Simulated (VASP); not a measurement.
Nb2Sn2S:

```
Nb Sn S
1.0
     3.77794    0.00000    0.00000
     0.00000    3.77794    0.00000
     0.00000    0.00000    7.72909
Nb Sn S
2 2 1
Direct
  0.00000 0.50000 0.50000
  0.50000 0.00000 0.50000
  0.50000 0.50000 0.19051
  0.50000 0.50000 0.80949
  0.00000 0.00000 0.00000
```

The cell was built from a structure type or drawn by symmetry, and may not be a known phase.

```yaml
Program: VASP 6.6.1
Task: relaxation of cell and atoms
Functional: PBE
Potentials_or_basis: VASP PAW PBE potentials, release 64 (Nb_sv, Sn_d, S)
Cutoff: 600 eV
k_mesh: 10 × 10 × 6
Occupations: gaussian, width 0.1 eV
Spin: no spin polarisation
```

At the start: pressure -0.4 GPa; volume 22.06 Å³/atom.

**Question.** How do energy, volume and symmetry change on relaxing?

**Answer.** Over 9 steps the energy falls by 10.8 meV/atom and the volume is 22.31 Å³/atom (+1.1 %); space group P4/mmm (No. 123, to 0.1 Å) before and after.

Step by step:
```csv
step,energy change (eV),largest force (eV/Å),pressure (GPa),volume (Å³)
1,0.0000,0.2117,-0.38,110.32
2,-0.0206,0.1696,0.46,109.47
3,-0.0279,0.1435,1.42,108.63
4,-0.0409,0.1392,0.77,109.68
5,-0.0512,0.1301,-0.35,111.70
6,-0.0529,0.0923,-0.15,111.57
7,-0.0534,0.0579,0.03,111.45
8,-0.0540,0.0312,0.00,111.49
9,-0.0542,0.0020,-0.05,111.54
```

Final structure:
```
Nb Sn S
1.0
     3.70109    0.00000    0.00000
     0.00000    3.70109    0.00000
     0.00000    0.00000    8.14288
Nb Sn S
2 2 1
Direct
  0.00000 0.50000 0.50000
  0.50000 0.00000 0.50000
  0.50000 0.50000 0.19896
  0.50000 0.50000 0.80104
  0.00000 0.00000 0.00000
```
